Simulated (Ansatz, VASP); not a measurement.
# WS in VASP and in Ansatz

```xyz
2
Lattice="0.0000 2.7321 2.7321 2.7321 0.0000 2.7321 2.7321 2.7321 0.0000" Properties=species:S:1:pos:R:3 pbc="T T T"
W     0.0000    0.0000    0.0000
S     2.7321    2.7321    2.7321
```

Alike in both runs: functional r2SCAN; k mesh 8 × 8 × 8; occupations gaussian, width 0.1 eV; collinear spin; Hubbard terms W d U = 6.2 eV.

Ansatz relaxed the structure, and its values are those at the end. VASP's run is a single point on that final structure, the one shown.

|  | VASP | Ansatz |
| --- | --- | --- |
| version | VASP 6.6.1 | Ansatz 0.2.0 |
| potentials or method | VASP PAW PBE potentials, release 64 (W_sv, S), cutoff 520 eV | scalar-relativistic, plane waves, PAW |
| valence electrons in the cell | 20 | 20 |

VASP gave:

* gap on the k mesh at the Fermi level (eV): none
* pressure (GPa): -3.7
* net moment per atom (μB): 1.92
* size of the moment on the site where the two differ most (μB): 3.17

Question: Which values does Ansatz return?

Answer: gap on the k mesh at the Fermi level (eV): none; pressure (GPa): 0.1; net moment per atom (μB): 2.00; size of the moment on the site where the two differ most (μB): 3.02.

VASP's potentials were made for PBE, not for r2SCAN. Site moments also hang on the region over which each program counts them. The programs project onto different local orbitals, so the same U acts differently, and such runs can settle in different states. A gap of «none» marks a metal or a gap that the smearing closes. Ansatz's warnings: filled band counts differ across k points, seeded moment not kept.

Spin-orbit coupling is off throughout.
